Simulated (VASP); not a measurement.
# LiCl (Fm-3m) in VASP: a series of runs

Runs on LiCl. Level: LDA. Tasks: single point.

All numbers are computed with VASP 6.6.1; they aren't measurements. Logs are shortened: lines on timing, memory, paths and dates and some standing lists are left out, and cuts for length are marked.

## Step 1: The cell of the first run

Symmetry: Fm-3m, No. 225, cubic system. The conventional cell has a = 5.255 Å, b = 5.255 Å, c = 5.255 Å, α = 90.00°, β = 90.00°, γ = 90.00°. Within 3.5 Å of Li (site symmetry m-3m) lie 6 Cl at 2.63 Å. Cl (site symmetry m-3m) has 6 Li at 2.63 Å within 3.5 Å.

## Step 2: Single point, LDA

INCAR

```
SYSTEM = LiCl
PREC     = Accurate       ! precision mode
ENCUT    = 750            ! plane-wave cutoff, eV
EDIFF    = 1E-6           ! SCF threshold, eV
ISMEAR   = 0              ! smearing method
SIGMA    = 0.01           ! smearing width, eV
LREAL    = .False.        ! projectors in reciprocal space
LASPH    = .True.         ! aspherical terms in the spheres
NELM     = 120            ! most SCF steps
ALGO     = Normal         ! electronic algorithm
ISIF     = 2              ! what is computed and relaxed
LWAVE    = .False.        ! write WAVECAR
LCHARG   = .False.        ! write CHGCAR
GGA      = CA             ! functional
NBANDS   = 12             ! bands
GGA_COMPAT= .False.
```

KPOINTS

```
regular mesh
0
Gamma
  6 6 6
  0 0 0
```

POSCAR

```
LiCl
1.0
    0.0000000000      2.6273498937      2.6273498937
    2.6273498937      0.0000000000      2.6273498937
    2.6273498937      2.6273498937      0.0000000000
Li Cl
1 1
Direct
    0.0000000000      0.0000000000      0.0000000000
    0.5000000000      0.5000000000      0.5000000000
```

Potentials or basis: VASP PAW LDA potentials, release 64 (Li_sv, Cl).

Launch:

```bash
cat potpaw_LDA.64/Li_sv/POTCAR potpaw_LDA.64/Cl/POTCAR > POTCAR
mpirun -np 1 vasp_std > vasp.out
```

OUTCAR:

```text
SYSTEM = LiCl
   PREC = Accurate
   ENCUT = 750
   EDIFF = 1E-6
   ISMEAR = 0
   LREAL = .False.
   LASPH = .True.
   NELM = 120
   ISIF = 2
   GGA = CA

 ion  position               nearest neighbor table
   1  0.000  0.000  0.000-   2 2.63   2 2.63   2 2.63   2 2.63   2 2.63   2 2.63
   2  0.500  0.500  0.500-   1 2.63   1 2.63   1 2.63   1 2.63   1 2.63   1 2.63

  LATTYP: Found a face centered cubic cell.
 ALAT       =     5.2546997874

  Lattice vectors:

 A1 = (   0.0000000000,   2.6273498937,   2.6273498937)
 A2 = (   2.6273498937,   0.0000000000,   2.6273498937)
 A3 = (   2.6273498937,   2.6273498937,   0.0000000000)

Analysis of symmetry for initial positions (statically):
=====================================================================
 Subroutine PRICEL returns:
 Original cell was already a primitive cell.

 Routine SETGRP: Setting up the symmetry group for a
 face centered cubic supercell.

 Subroutine GETGRP returns: Found 48 space group operations
 (whereof 48 operations were pure point group operations)
 out of a pool of 48 trial point group operations.

The static configuration has the point symmetry O_h .

Analysis of symmetry for dynamics (positions and initial velocities):
=====================================================================
 Subroutine PRICEL returns:
 Original cell was already a primitive cell.

 Routine SETGRP: Setting up the symmetry group for a
 face centered cubic supercell.

 Subroutine GETGRP returns: Found 48 space group operations
 (whereof 48 operations were pure point group operations)
 out of a pool of 48 trial point group operations.

The dynamic configuration has the point symmetry O_h .

 Subroutine INISYM returns: Found 48 space group operations
 (whereof 48 operations are pure point group operations),
 and found     1 'primitive' translations

----------------------------------------------------------------------------------------

                                     Primitive cell

  volume of cell :      36.2730

  direct lattice vectors                    reciprocal lattice vectors
     0.000000000  2.627349894  2.627349894    -0.190305829  0.190305829  0.190305829
     2.627349894  0.000000000  2.627349894     0.190305829 -0.190305829  0.190305829
     2.627349894  2.627349894  0.000000000     0.190305829  0.190305829 -0.190305829

  length of vectors
     3.715633853  3.715633853  3.715633853     0.329619365  0.329619365  0.329619365

  position of ions in fractional coordinates (direct lattice)
     0.000000000  0.000000000  0.000000000
     0.500000000  0.500000000  0.500000000

  ion indices of the primitive-cell ions
   primitive index   ion index
                 1           1
                 2           2

----------------------------------------------------------------------------------------

 KPOINTS: regular mesh

Automatic generation of k-mesh.
 Grid dimensions read from file:
 generate k-points for:    6    6    6

 Generating k-lattice:

  Cartesian coordinates                     Fractional coordinates (reciprocal lattice)
    -0.031717638  0.031717638  0.031717638     0.166666667  0.000000000  0.000000000
     0.031717638 -0.031717638  0.031717638     0.000000000  0.166666667  0.000000000
     0.031717638  0.031717638 -0.031717638     0.000000000  0.000000000  0.166666667

  Length of vectors
     0.054936561  0.054936561  0.054936561

  Shift w.r.t. Gamma in fractional coordinates (k-lattice)
     0.000000000  0.000000000  0.000000000

 Subroutine IBZKPT returns following result:
 ===========================================

 Found     16 irreducible k-points:

 Following reciprocal coordinates:
            Coordinates               Weight
  0.000000  0.000000  0.000000      1.000000
  0.166667  0.000000  0.000000      8.000000
  0.333333  0.000000  0.000000      8.000000
  0.500000  0.000000  0.000000      4.000000
  0.166667  0.166667  0.000000      6.000000
  0.333333  0.166667  0.000000     24.000000
[... 8 lines left out ...]
 -0.333333  0.333333  0.166667     24.000000
 -0.333333  0.500000  0.166667     12.000000
   k-points           NKPTS =     16   k-points in BZ     NKDIM =     16   number of bands    NBANDS=     12
   number of dos      NEDOS =    301   number of ions     NIONS =      2
   total plane-waves  NPLWV =  46656
   dimension x,y,z NGX =    36 NGY =   36 NGZ =   36
   dimension x,y,z NGXF=    72 NGYF=   72 NGZF=   72
   ions per type =               1   1
   NGX,Y,Z   is equivalent  to a cutoff of  16.11, 16.11, 16.11 a.u.
   NGXF,Y,Z  is equivalent  to a cutoff of  32.21, 32.21, 32.21 a.u.
 SYSTEM =  LiCl
   PREC   = accura    normal or accurate (medium, high low for compatibility)
   ISTART =      0    job   : 0-new  1-cont  2-samecut
   ICHARG =      2    charge: 1-file 2-atom 10-const
   ISPIN  =      1    spin polarized calculation?
   LNONCOLLINEAR =      F non collinear calculations
   LSORBIT =      F    spin-orbit coupling
   LASPH  =      T    aspherical Exc in radial PAW
   ENCUT  =  750.0 eV  55.12 Ry    7.42 a.u.   8.30  8.30  8.30*2*pi/ulx,y,z
   NELM   =    120;   NELMIN=  2; NELMDL= -5     # of ELM steps
   EDIFF  = 0.1E-05   stopping-criterion for ELM
   LREAL  =      F    real-space projection
   EDIFFG = 0.1E-04   stopping-criterion for IOM
   NSW    =      0    number of steps for IOM
   IBRION =     -1    ionic relax: 0-MD 1-quasi-New 2-CG
   NFREE  =      0    steps in history (QN), initial steepest desc. (CG)
   ISIF   =      2    stress and relaxation
   ISYM   =      2    0-nonsym 1-usesym 2-fastsym
   POTIM  = 0.5000    time-step for ionic-motion
   TEBEG  =    0.0;   TEEND  =   0.0 temperature during run
   PSTRESS=    0.0 pullay stress
   NELECT =      10.0000    total number of electrons
   NUPDOWN=      -1.0000    fix difference up-down
   EMIN   =  10.00;   EMAX   =-10.00  energy-range for DOS
   EFERMI =   0.00;   METHOD = LEGACY
   ISMEAR =     0;   SIGMA  =   0.01  broadening in eV -4-tet -1-fermi 0-gaus
   EFERMI_NEDOS =   21; number of points for ismear=-14 and -15
   IALGO  =     38    algorithm
   IMIX   =      4    mixing-type and parameters
     AMIX     =   0.40;   BMIX     =  1.00
     AMIX_MAG =   1.60;   BMIX_MAG =  1.00
  volume/ion in A,a.u.               =      18.14       122.39
  Fermi-wavevector in a.u.,A,eV,Ry     =   1.065484  2.013473 15.446097  1.135256
  Thomas-Fermi vector in A             =   2.201037
   LORBIT       =      0    0 simple, 1 ext, 2 COOP (PROOUT), +10 PAW based schemes
   GGA     = CA    functional components
   LHFCALC =     F    Hartree Fock is set to
   AEXX    =    0.0000 exact exchange contribution
   IVDW    =     0    specifies the selected vdW correction
   LEPSILON=     F    determine dielectric tensor
   LRPA    =     F    only Hartree local field effects (RPA)
 non-spin polarized calculation
 Gauss-broadening in eV      SIGMA  =   0.01
  energy-cutoff  :      750.00
  volume of cell :       36.27
 maximum number of plane-waves:      1711
 NGX is ok and might be reduce to    36
   NGX = 17   NGY = 17   NGZ = 17

 number of electron      10.0000000 magnetization

 number of electron       9.9999999 magnetization

 Free energy of the ion-electron system (eV)
  ---------------------------------------------------
  ext. energy  EPLUGINS =         0.00000000
  ---------------------------------------------------
  free energy    TOTEN  =        -7.99490392 eV

  energy without entropy =       -7.99490392  energy(sigma->0) =       -7.99490392

 E-fermi :   0.1225     XC(G=0):  -8.8612

 val. band max:       -0.0736560807   @ k =   0.0000   0.0000   0.0000
 cond. band min:       5.5303324671   @ k =   0.0000   0.0000   0.0000
 fundamental gap:      5.6039885477
 Fermi energy:         0.1224808495

 k-point     1 :       0.0000    0.0000    0.0000
  band No.  band energies     occupation
      1     -42.6599      2.00000
      2     -13.1595      2.00000
      3      -0.0737      2.00000
      4      -0.0737      2.00000
      5      -0.0737      2.00000
      6       5.5303      0.00000
      7      11.5850      0.00000
      8      11.5850      0.00000
      9      11.5850      0.00000
     10      13.6210      0.00000
     11      13.6210      0.00000
     12      13.6210      0.00000

 k-point     2 :       0.1667    0.0000    0.0000
  band No.  band energies     occupation
      1     -42.6594      2.00000
      2     -13.0448      2.00000
      3      -0.8854      2.00000
      4      -0.1358      2.00000
      5      -0.1358      2.00000
      6       6.2373      0.00000
      7      10.4252      0.00000
      8      11.0305      0.00000
      9      11.0305      0.00000
     10      12.7489      0.00000
     11      12.7489      0.00000
     12      14.2854      0.00000

 k-point     3 :       0.3333    0.0000    0.0000
  band No.  band energies     occupation
      1     -42.6582      2.00000
      2     -12.7973      2.00000
      3      -2.1483      2.00000
      4      -0.2507      2.00000
      5      -0.2507      2.00000
      6       6.4863      0.00000
      7       9.6126      0.00000
      8       9.6126      0.00000
      9      10.8523      0.00000
     10      14.6053      0.00000
     11      14.6053      0.00000
     12      15.0670      0.00000

 k-point     4 :       0.5000    0.0000    0.0000
  band No.  band energies     occupation
      1     -42.6577      2.00000
      2     -12.6630      2.00000
      3      -2.6912      2.00000
      4      -0.3039      2.00000
      5      -0.3039      2.00000
      6       6.2569      0.00000
      7       9.0960      0.00000
      8       9.0960      0.00000
      9      11.8645      0.00000
     10      15.9534      0.00000
     11      16.7005      0.00000
     12      16.7005      0.00000

 k-point     5 :       0.1667    0.1667    0.0000
  band No.  band energies     occupation
      1     -42.6592      2.00000
      2     -13.0044      2.00000
      3      -0.8257      2.00000
      4      -0.3522      2.00000
      5      -0.3522      2.00000
      6       6.6937      0.00000
      7      10.1136      0.00000
      8      10.2284      0.00000
      9      11.5898      0.00000
     10      11.5898      0.00000
     11      14.6950      0.00000
     12      15.2877      0.00000
[... 108 lines left out ...]
      1     -42.6570      2.00000
      2     -12.4540      2.00000
      3      -2.7513      2.00000
      4      -1.0837      2.00000
      5      -1.0837      2.00000
      6       7.3803      0.00000
      7       8.0150      0.00000
      8      11.4292      0.00000
      9      13.1204      0.00000
     10      13.1204      0.00000
     11      16.6196      0.00000
     12      18.1887      0.00000

 k-point    14 :       0.5000    0.3333    0.1667
  band No.  band energies     occupation
      1     -42.6575      2.00000
      2     -12.6107      2.00000
      3      -2.1544      2.00000
      4      -1.3208      2.00000
      5      -0.6437      2.00000
      6       8.3572      0.00000
      7       8.8630      0.00000
      8       9.2304      0.00000
      9      11.1133      0.00000
     10      13.3470      0.00000
     11      17.1162      0.00000
     12      17.5485      0.00000

 k-point    15 :      -0.3333    0.3333    0.1667
  band No.  band energies     occupation
      1     -42.6572      2.00000
      2     -12.5133      2.00000
      3      -2.2629      2.00000
      4      -1.6687      2.00000
      5      -0.7923      2.00000
      6       8.3482      0.00000
      7       8.8448      0.00000
      8      10.3515      0.00000
      9      10.4308      0.00000
     10      14.5117      0.00000
     11      15.1708      0.00000
     12      17.8749      0.00000

 k-point    16 :      -0.3333    0.5000    0.1667
  band No.  band energies     occupation
      1     -42.6570      2.00000
      2     -12.4592      2.00000
      3      -2.4091      2.00000
      4      -1.5933      2.00000
      5      -1.0592      2.00000
      6       8.1975      0.00000
      7       8.9780      0.00000
      8      10.6467      0.00000
      9      10.6638      0.00000
     10      13.9744      0.00000
     11      16.4648      0.00000
     12      18.2331      0.00000

------------------------ aborting loop because EDIFF is reached ----------------------------------------

  FORCE on cell =-STRESS in cart. coord.  units (eV):
  Direction    XX          YY          ZZ          XY          YZ          ZX
  --------------------------------------------------------------------------------------
  -------------------------------------------------------------------------------------
  Total       -1.0987167     -1.0987167     -1.0987167      0.0000000      0.0000000      0.0000000
  in kB      -48.5302564    -48.5302564    -48.5302564      0.0000000      0.0000000      0.0000000
  external PRESSURE =     -48.5302564 kB  Pullay stress =       0.0000000 kB

 VOLUME and BASIS-vectors are now :
 -----------------------------------------------------------------------------
  energy-cutoff  :      750.00
  volume of cell :       36.27
      direct lattice vectors                 reciprocal lattice vectors
     0.000000000  2.627349894  2.627349894    -0.190305829  0.190305829  0.190305829
     2.627349894  0.000000000  2.627349894     0.190305829 -0.190305829  0.190305829
     2.627349894  2.627349894  0.000000000     0.190305829  0.190305829 -0.190305829

 POSITION                                       TOTAL-FORCE (eV/Angst)
 -----------------------------------------------------------------------------------
      0.00000      0.00000      0.00000        -0.000000      0.000000     -0.000000
      2.62735      2.62735      2.62735         0.000000     -0.000000      0.000000
 -----------------------------------------------------------------------------------
    total drift:                                0.000000      0.000000      0.000000

  FREE ENERGIE OF THE ION-ELECTRON SYSTEM (eV)
  ---------------------------------------------------
  free  energy   TOTEN  =        -7.9949039209 eV

  energy  without entropy=       -7.9949039209  energy(sigma->0) =       -7.99490392
```

Run time: 6.2 s. Hardware: 1 thread of Intel Xeon 6975P-C (Granite Rapids), shared host; peak memory 0.16 GiB.

Results:

```yaml
Free_energy: -7.9949 eV
Pressure: -4.9 GPa
Band_gap_on_the_k_mesh: 5.60 eV, direct
```

Levels at points of the mesh, in eV from the valence-band top:
| k point | band 3 | band 4 | band 5 | band 6 | band 7 | band 8 |
| --- | --- | --- | --- | --- | --- | --- |
| (0.00, 0.00, 0.00) | 0.00 | 0.00 | 0.00 | 5.60 | 11.66 | 11.66 |
| (0.50, 0.00, 0.00) | -2.62 | -0.23 | -0.23 | 6.33 | 9.17 | 9.17 |
| (0.50, 0.50, 0.00) | -2.68 | -1.01 | -1.01 | 7.45 | 8.09 | 11.50 |

## Step 3: Single point, LDA

This run uses another cell than the first one, of 18.56 Å³/atom, 1.023 times its volume.

INCAR

```
PREC = Accurate
ENCUT = 750
EDIFF = 1E-6
ISMEAR = 0
SIGMA = 0.01
LREAL = F
LASPH = T
NELM = 120
ALGO = Normal
ISIF = 2
LWAVE = F
LCHARG = F
GGA = CA
NBANDS = 12
GGA_COMPAT = F
```

KPOINTS

```
regular mesh
0
Gamma
  6 6 6
```

POSCAR

```
LiCl
1.0
    0.0000000000      2.6475610717      2.6475610717
    2.6475610717      0.0000000000      2.6475610717
    2.6475610717      2.6475610717      0.0000000000
Li Cl
1 1
Direct
    0.0000000000      0.0000000000      0.0000000000
    0.5000000000      0.5000000000      0.5000000000
```

Potentials or basis: VASP PAW LDA potentials, release 64 (Li_sv, Cl).

Launch:

```bash
cat potpaw_LDA.64/Li_sv/POTCAR potpaw_LDA.64/Cl/POTCAR > POTCAR
mpirun -np 1 vasp_std > vasp.out
```

Run time: 5.7 s. Hardware: 1 thread of Intel Xeon 6975P-C (Granite Rapids), shared host; peak memory 0.16 GiB.

Results (log left out):

- Free energy: -7.9686 eV
- Pressure: -5.2 GPa
- Band gap on the k mesh: 5.49 eV, direct

Levels at points of the mesh, in eV from the valence-band top:
| k point | band 2 | band 3 | band 4 | band 5 | band 6 | band 7 | band 8 | band 9 |
| --- | --- | --- | --- | --- | --- | --- | --- | --- |
| (0.00, 0.00, 0.00) | -13.02 | 0.00 | 0.00 | 0.00 | 5.49 | 11.63 | 11.63 | 11.63 |
| (0.50, 0.00, 0.00) | -12.55 | -2.53 | -0.22 | -0.22 | 6.30 | 9.15 | 9.15 | 11.72 |
| (0.50, 0.50, 0.00) | -12.35 | -2.58 | -0.97 | -0.97 | 7.40 | 8.11 | 11.32 | 13.03 |

A hybrid or GW would open this gap; LDA tends to underestimate it.
